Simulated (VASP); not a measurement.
Wanted: the native input for a VASP 6.6.1 run.

```
Task                   : single point
Functional             : PBE
Potentials or basis    : VASP PAW PBE potentials, release 64 (Nb_sv)
Cutoff                 : 520 eV
k mesh                 : 18 × 18 × 18
Occupations            : gaussian, width 0.1 eV
Spin                   : no spin polarisation
Dipole correction      : no
Further INCAR settings : ALGO = Fast; EDIFF = 1e-06; NBANDS = 12
```

The structure of Nb lies in POSCAR:

```
Nb
1.0
   -1.6388340494      1.6388340494      1.6388340494
    1.6388340494     -1.6388340494      1.6388340494
    1.6388340494      1.6388340494     -1.6388340494
Nb
1
Direct
    0.0000000000      0.0000000000      0.0000000000
```

This cell differs from its parent crystal: volume scaled by 0.97.

These files were run (other wordings do the same):

INCAR

```
SYSTEM = Nb
  PREC = Accurate
  ENCUT = 520
  EDIFF = 1E-6
  ISMEAR = 0
  SIGMA = 0.1
  LREAL = .FALSE.
  LASPH = .TRUE.
  NELM = 80
  ALGO = Fast
  ISIF = 2
  LWAVE = .FALSE.
  LCHARG = .FALSE.
  GGA = PE
  NBANDS = 12
```

KPOINTS

```
regular mesh
0
G
  18 18 18
  0 0 0
```

Potentials or basis: VASP PAW PBE potentials, release 64 (Nb_sv).

The run is started by

```sh
$ cat potpaw_PBE.64/Nb_sv/POTCAR > POTCAR
$ mpirun -np 1 vasp_std > vasp.out
```

Results of the run:

The pressure is 5.0 GPa.

Wall time 44 s on 1 thread of Intel(R) Xeon(R) Platinum 8488C (Sapphire Rapids) (shared host), peak memory 0.16 GiB.
